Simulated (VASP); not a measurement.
Input of a VASP 6.6.1 run:

Contents of INCAR:

```
  PREC = Accurate
  ENCUT = 520
  EDIFF = 1E-6
  ISMEAR = 0
  SIGMA = 0.02
  LREAL = False
  LASPH = True
  NELM = 150
  ALGO = Normal
  ISIF = 2
  LWAVE = False
  LCHARG = True
  ISPIN = 2
  MAGMOM = 2 0
  LORBIT = 11
  LMAXMIX = 4
  GGA = PE
  LELF = True
  LVHAR = True
  NBANDS = 18
```

File KPOINTS:

```
regular mesh
0
Gamma
  11 11 11
```

The input POSCAR:

```
CoO
1.0
    0.0000000000      2.1315000000      2.1315000000
    2.1315000000      0.0000000000      2.1315000000
    2.1315000000      2.1315000000      0.0000000000
Co O
1 1
Direct
    0.0000000000      0.0000000000      0.0000000000
    0.5000000000      0.5000000000      0.5000000000
```

Potentials or basis: VASP PAW PBE potentials, release 64 (Co, O).

The run is started by

```sh
$ cat potpaw_PBE.64/Co/POTCAR potpaw_PBE.64/O/POTCAR > POTCAR
$ mpirun -np 1 vasp_std > vasp.out
```

(1) Predict the site moments.

(2) Predict the pressure.

## Answers

(1) Co +2.57; O +0.31 μB.

(2) -2.4 GPa.

Caveat: a cell with one magnetic atom can't hold antiferromagnetic order, which such compounds often take.
